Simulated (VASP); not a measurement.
Input of a VASP 6.6.1 run:

File INCAR:

```
PREC     = Accurate       # precision mode
ENCUT    = 600            # plane-wave cutoff, eV
EDIFF    = 1E-6           # SCF threshold, eV
ISMEAR   = -1             # smearing method
SIGMA    = 0.3            # smearing width, eV
LREAL    = False          # projectors in reciprocal space
LASPH    = True           # aspherical terms in the spheres
NELM     = 120            # most SCF steps
ALGO     = Normal         # electronic algorithm
ISIF     = 2              # what is computed and relaxed
LWAVE    = False          # write WAVECAR
LCHARG   = True           # write CHGCAR
GGA      = PE             # functional
LELF     = True           # ELF
LVHAR    = True         
NBANDS   = 15             # bands
GGA_COMPAT= False
```

The input KPOINTS:

```
Automatic mesh
0
Gamma
  6 6 6
```

POSCAR

```
SrO
1.0
    0.0000000000      2.5806600000      2.5806600000
    2.5806600000      0.0000000000      2.5806600000
    2.5806600000      2.5806600000      0.0000000000
Sr O
1 1
Direct
    0.0000000000      0.0000000000      0.0000000000
    0.5000000000      0.5000000000      0.5000000000
```

Potentials or basis: VASP PAW PBE potentials, release 64 (Sr_sv, O).

Command:

```console
$ cat potpaw_PBE.64/Sr_sv/POTCAR potpaw_PBE.64/O/POTCAR > POTCAR
$ mpirun -np 1 vasp_std > vasp.out
```

(1) What does it give for the pressure?

(2) Predict the band gap on the k mesh.

Answers

(1) 2.2 GPa.

(2) 3.27 eV, indirect (least direct gap 3.37 eV).
